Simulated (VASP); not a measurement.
Wanted: the native input for a VASP 6.6.1 run.

| Quantity | Value |
| --- | --- |
| Task | single point |
| Functional | HSE06 |
| Potentials or basis | VASP PAW PBE potentials, release 64 (Pb_d, S) |
| Cutoff | 520 eV |
| k mesh | 4 × 4 × 4 |
| Occupations | fermi-dirac, width 0.05 eV |
| Spin | no spin polarisation |
| Dipole correction | no |
| Grid for exact exchange (PRECFOCK) | Normal |
| Further INCAR settings | ALGO = Normal; EDIFF = 1e-06; NBANDS = 17 |
| Screening parameter | 0.2079 1/Å |

The system is PbS.

```xyz
2
Lattice="2.1127 1.2197 3.4519 -2.1127 1.2197 3.4519 0.0000 -2.4395 3.4519" Properties=species:S:1:pos:R:3 pbc="T T T"
Pb    0.0000    0.0000   10.1545
S     0.0000    0.0000    4.9193
```

These files were run (other wordings do the same):

POSCAR

```
PbS
1.0
    2.1126617058      1.2197458045      3.4519162518
   -2.1126617058      1.2197458045      3.4519162518
    0.0000000000     -2.4394916091      3.4519162518
Pb S
1 1
Direct
    0.9805657800      0.9805657800      0.9805657800
    0.4750355500      0.4750355500      0.4750355500
```

INCAR.step1

```
SYSTEM = PbS
  ALGO = Normal
  EDIFF = 1E-5
  ENCUT = 520
  GGA = PE
  ISIF = 2
  ISMEAR = -1
  LASPH = .True.
  LCHARG = .False.
  LREAL = .False.
  LWAVE = .True.
  NBANDS = 17
  NELM = 80
  PREC = Accurate
  SIGMA = 0.05
```

INCAR.step2

```
SYSTEM = PbS
  ALGO = Normal
  EDIFF = 1E-6
  ENCUT = 520
  GGA = PE
  HFSCREEN = 0.2079
  ISIF = 2
  ISMEAR = -1
  ISTART = 1
  LASPH = .True.
  LCHARG = .False.
  LHFCALC = .True.
  LREAL = .False.
  LWAVE = .False.
  NBANDS = 17
  NELM = 80
  PREC = Accurate
  PRECFOCK = Normal
  SIGMA = 0.05
```

KPOINTS

```
k-points
0
Gamma
  4 4 4
  0 0 0
```

Potentials or basis: VASP PAW PBE potentials, release 64 (Pb_d, S).

Command:

```bash
$ cat potpaw_PBE.64/Pb_d/POTCAR potpaw_PBE.64/S/POTCAR > POTCAR
$ cp INCAR.step1 INCAR
$ mpirun -np 1 vasp_std > vasp.out
$ cp INCAR.step2 INCAR
$ mpirun -np 1 vasp_std > vasp.out
```

Results of the run:

- Pressure: -0.2 GPa
- Largest force: 0.026 eV/Å
- Band gap on the k mesh: 0.91 eV, direct

Caveat: the k points lie up to 0.46 Å⁻¹ apart; the PAW data sets were made with another functional, which shifts forces and pressure a little; spin-orbit coupling is left out, which moves the levels of the heavy elements.

Wall time 8.4 min on 1 thread of Intel(R) Xeon(R) Platinum 8375C CPU @ 2.90GHz (Ice Lake), with other jobs on the host, peak memory 0.29 GiB.
